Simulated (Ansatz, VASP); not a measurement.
# HRh8 in VASP and in Ansatz

The input INCAR:

```
SYSTEM = HRh8
PREC = Accurate
ENCUT = 520
EDIFF = 1E-6
ISMEAR = 0
SIGMA = 0.1
LREAL = .FALSE.
LASPH = .TRUE.
NELM = 80
ALGO = Normal
ISIF = 2
LWAVE = .FALSE.
LCHARG = .FALSE.
LDIPOL = .TRUE.
IDIPOL = 3
DIPOL = 0.5 0.5 0.310
GGA = PE
IVDW = 12
NBANDS = 70
```

File KPOINTS:

```
regular mesh
0
G
  5 7 1
  0 0 0
```

POSCAR

```
HRh8
1.0
    5.3650160441      0.0000000000      0.0000000000
    0.0000000000      3.7936392259      0.0000000000
    0.0000000000      0.0000000000     21.2400770646
Rh H
8 1
Direct
    0.2500000000      0.5000000000      0.1883232338
    0.7500000000      0.5000000000      0.1883232338
    0.0000000000      0.0000000000      0.2514705570
    0.5000000000      0.0000000000      0.2514705570
    0.2500000000      0.5000000000      0.3153506346
    0.7500000000      0.5000000000      0.3153506346
    0.0000000000      0.0000000000      0.3738252475
    0.5000000000      0.0000000000      0.3738252475
    0.0833333333      0.3750000000      0.5291919154
```

Input for Ansatz:

```yaml
crystal:
  lattice:
    - [5.3650160441, 0.0, 0.0]
    - [0.0, 3.7936392259, 0.0]
    - [0.0, 0.0, 21.2400770646]
  atoms:
    - { symbol: Rh, position: [0.25, 0.5, 0.1883232338] }
    - { symbol: Rh, position: [0.75, 0.5, 0.1883232338] }
    - { symbol: Rh, position: [0.0, 0.0, 0.251470557] }
    - { symbol: Rh, position: [0.5, 0.0, 0.251470557] }
    - { symbol: Rh, position: [0.25, 0.5, 0.3153506346] }
    - { symbol: Rh, position: [0.75, 0.5, 0.3153506346] }
    - { symbol: Rh, position: [0.0, 0.0, 0.3738252475] }
    - { symbol: Rh, position: [0.5, 0.0, 0.3738252475] }
    - { symbol: H, position: [0.0833333333, 0.375, 0.5291919154] }
basis:
  ecutwfc: 420
kpoints:
  mp_grid: { grid: [5, 7, 1] }
hamiltonian:
  xc: pbe
  pseudopotentials: { kind: paw, azcp: { folder: soft_1 } }
  dispersion: d3bj
scf:
  occupations: { method: gaussian, width: 0.1 }
output:
  forces: true
  eigenvalues: true
  write_density: true
  write_potential: true
  elf: true
  volumetric_format: npy
efield:
  axis: 3
  dipole_correction: true
  ramp_width: 0.04
```

Alike in both runs: task single point; functional PBE; dispersion D3(BJ); k mesh 5 × 7 × 1; occupations gaussian, width 0.1 eV; no spin polarisation.

```csv
,VASP,Ansatz
version,VASP 6.6.1,Ansatz 0.2.0
potentials or method,"VASP PAW PBE potentials, release 64 (Rh_pv, H), cutoff 520 eV","scalar-relativistic, plane waves, PAW"
valence electrons in the cell,121,137
```

|  | VASP | Ansatz | Ansatz less VASP |
| --- | --- | --- | --- |
| gap on the k mesh at the Fermi level (eV) | none | none | - |
| rms of the force components (eV/Å) | 0.266 | 0.265 | -0.0012 |

Atom by atom the forces differ by 0.002 eV/Å (rms over components). A gap of «none» marks a metal or a gap that the smearing closes. VASP's potentials hold 121 valence electrons a cell and Ansatz's 137, so a difference there can come from the potentials and not from the codes. Ansatz's warnings: xc potential rough in thin density.
